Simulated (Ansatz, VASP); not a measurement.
BiTe2 in VASP and in Ansatz

```
CELL_PARAMETERS angstrom
0.00000 4.52573 4.52573
4.52573 0.00000 4.52573
4.52573 4.52573 0.00000
ATOMIC_POSITIONS crystal
Bi 0.00000 0.00000 0.00000
Bi 0.25000 0.25000 0.25000
Te 0.62500 0.62500 0.62500
Te 0.12500 0.62500 0.62500
Te 0.62500 0.62500 0.12500
Te 0.62500 0.12500 0.62500
```

Alike in both runs: functional PBE; k mesh 8 × 8 × 8; occupations gaussian, width 0.1 eV; no spin polarisation.

Ansatz relaxed the structure, and its values are those at the end. VASP's run is a single point on that final structure, the one shown.

|  | VASP | Ansatz |
| --- | --- | --- |
| version | VASP 6.6.1 | Ansatz 0.2.0 |
| potentials or method | VASP PAW PBE potentials, release 64 (Bi_d, Te), cutoff 520 eV | scalar-relativistic, plane waves, PAW |
| valence electrons in the cell | 54 | 94 |

```csv
,VASP,Ansatz,Ansatz less VASP
gap on the k mesh at the Fermi level (eV),none,none,-
pressure (GPa),-0.1,0.0,+0.05
```

A gap of «none» marks a metal or a gap that the smearing closes. The functional is the same, so the differences come from potentials, cutoffs and numerics. VASP's potentials hold 54 valence electrons a cell and Ansatz's 94, so a difference there can come from the potentials and not from the codes.

Spin-orbit coupling is off throughout.
